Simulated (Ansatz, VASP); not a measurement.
TaN: VASP beside Ansatz

POSCAR

```
TaN
1.0
    0.0000000000      2.1790013100      2.1790013100
    2.1790013100      0.0000000000      2.1790013100
    2.1790013100      2.1790013100      0.0000000000
Ta N
1 1
Direct
    0.5000000000      0.5000000000      0.5000000000
    0.0000000000      0.0000000000      0.0000000000
```

The input INCAR.step1:

```
PREC     = Accurate       # precision mode
ENCUT    = 1460           # plane-wave cutoff, eV
ISMEAR   = 0              # smearing method
SIGMA    = 0.05           # smearing width, eV
LREAL    = False          # projectors in reciprocal space
LASPH    = True           # aspherical terms in the spheres
NELM     = 200            # most SCF steps
ISPIN    = 2              # spin polarisation
MAGMOM   = 2 0            # initial moments
LMAXMIX  = 4              # l up to which the mixer works
LDAU     = True           # DFT+U
LDAUTYPE = 2            
LDAUL    = 2 -1           # shell
LDAUU    = 1 0            # U, eV
LDAUJ    = 0 0          
NBANDS   = 20             # bands
GGA      = PE             # functional
ALGO     = Normal         # electronic algorithm
EDIFF    = 1E-5           # SCF threshold, eV
LWAVE    = True           # write WAVECAR
LCHARG   = False          # write CHGCAR
GGA_COMPAT= False
```

The input INCAR.step2:

```
PREC     = Accurate       # precision mode
ENCUT    = 1460           # plane-wave cutoff, eV
EDIFF    = 1E-6           # SCF threshold, eV
ISMEAR   = 0              # smearing method
SIGMA    = 0.05           # smearing width, eV
LREAL    = False          # projectors in reciprocal space
LASPH    = True           # aspherical terms in the spheres
NELM     = 200            # most SCF steps
ALGO     = Normal         # electronic algorithm
ISIF     = 2              # what is computed and relaxed
LWAVE    = False          # write WAVECAR
LCHARG   = True           # write CHGCAR
ISPIN    = 2              # spin polarisation
MAGMOM   = 2 0            # initial moments
LORBIT   = 11             # projections on sites
LMAXMIX  = 4              # l up to which the mixer works
LDAU     = True           # DFT+U
LDAUTYPE = 2            
LDAUL    = 2 -1           # shell
LDAUU    = 1 0            # U, eV
LDAUJ    = 0 0          
LDAUPRINT= 1            
METAGGA  = R2SCAN         # meta-GGA
LMIXTAU  = True         
LELF     = True           # ELF
LVHAR    = True         
NBANDS   = 20             # bands
ISTART   = 1            
GGA_COMPAT= False
```

KPOINTS

```
regular mesh
0
Gamma
  7 7 7
```

Input for Ansatz:

```yaml
crystal:
  lattice:
    - [0.0, 2.17900131, 2.17900131]
    - [2.17900131, 0.0, 2.17900131]
    - [2.17900131, 2.17900131, 0.0]
  atoms:
    - { symbol: Ta, position: [0.5, 0.5, 0.5], spin: 2.0 }
    - { symbol: "N", position: [0.0, 0.0, 0.0] }
basis:
  ecutwfc: 500
  ecutrho_ratio: 4
kpoints:
  mp_grid: { grid: [7, 7, 7] }
hamiltonian:
  xc: r2scan
  hubbard: { sites: [{ site: 0, l: d, u_eff: 1.0 }] }
scf:
  occupations: { method: gaussian, width: 0.05 }
output:
  forces: true
  stress: true
  eigenvalues: true
  populations: true
  hubbard: { sites: [{ site: 0, l: d }] }
  write_density: true
  write_potential: true
  elf: true
  volumetric_format: npy
magnetization:
  spin_polarized: true
```

Alike in both runs: task single point; functional r2SCAN; k mesh 7 × 7 × 7; occupations gaussian, width 0.05 eV; collinear spin; Hubbard terms Ta d U = 1.0 eV.

|  | VASP | Ansatz |
| --- | --- | --- |
| version | VASP 6.6.1 | Ansatz 0.2.0 |
| potentials or method | VASP PAW PBE potentials, release 64 (Ta_sv_GW, N_h), cutoff 1460 eV | scalar-relativistic, plane waves, PAW |
| valence electrons in the cell | 18 | 18 |

Ansatz gave:

* gap on the k mesh at the Fermi level (eV): none
* pressure (GPa): 10.4
* net moment per atom (μB): 0.00

Q: What did VASP give for the same quantities?

A: gap on the k mesh at the Fermi level (eV): none; pressure (GPa): 12.5; net moment per atom (μB): 0.00.

VASP's potentials were made for PBE, not for r2SCAN. The programs project onto different local orbitals, so the same U acts differently, and such runs can settle in different states. A gap of «none» marks a metal or a gap that the smearing closes. Ansatz's warnings: filled band counts differ across k points, seeded moment not kept, stability check not made.

Spin-orbit coupling is off throughout.
